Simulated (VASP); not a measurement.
Wanted: the native input for a VASP 6.6.1 run.

```yaml
Task: single point
Functional: PBE
Potentials_or_basis: VASP PAW PBE potentials, release 64 (Cd_sv_GW, N, Si)
Cutoff: 700 eV
k_mesh: 6 × 6 × 2
Occupations: fermi-dirac, width 0.02 eV
Spin: no spin polarisation
Dipole_correction: no
Further_INCAR_settings: ALGO = Normal; EDIFF = 1e-06; NBANDS = 44
```

The structure of CdSiN2 lies in POSCAR:

```
CdSiN2
1.0
    3.1442719548      0.0000000000      0.0000000000
    0.0000000000      3.1442719548      0.0000000000
    0.0000000000      0.0000000000     10.5186823996
Cd N Si
2 4 2
Direct
    0.5000000000      0.0000000000      0.8612896092
    0.0000000000      0.5000000000      0.1387103908
    0.5000000000      0.5000000000      0.0000000000
    0.0000000000      0.0000000000      0.3241738653
    0.5000000000      0.5000000000      0.5000000000
    0.0000000000      0.0000000000      0.6758261347
    0.5000000000      0.0000000000      0.3956506726
    0.0000000000      0.5000000000      0.6043493274
```

The input as run:

INCAR

```
SYSTEM = CdSiN2
ALGO = Normal
EDIFF = 1E-6
ENCUT = 700
GGA = PE
GGA_COMPAT = .FALSE.
ISIF = 2
ISMEAR = -1
LASPH = .TRUE.
LCHARG = .TRUE.
LELF = .TRUE.
LREAL = .FALSE.
LVHAR = .TRUE.
LWAVE = .FALSE.
NBANDS = 44
NELM = 120
PREC = Accurate
SIGMA = 0.02
```

KPOINTS

```
k-points
0
G
  6 6 2
  0 0 0
```

Potentials or basis: VASP PAW PBE potentials, release 64 (Cd_sv_GW, N, Si).

The run is started by

```bash
$ cat potpaw_PBE.64/Cd_sv_GW/POTCAR potpaw_PBE.64/N/POTCAR potpaw_PBE.64/Si/POTCAR > POTCAR
$ mpirun -np 1 vasp_std > vasp.out
```

It gave:

* Pressure: -4.5 GPa
* Largest force: 0.178 eV/Å
* Band gap on the k mesh: zero (bands 34 and 35 overlap by 0.38 eV)

Caveat: the cell stands under tension; semilocal functionals underestimate gaps, and a narrow one can read as zero.

Run time: 93 s on 1 thread of AMD EPYC 9R45 96-Core Processor (Zen 5), on a shared host, peak memory 0.31 GiB.
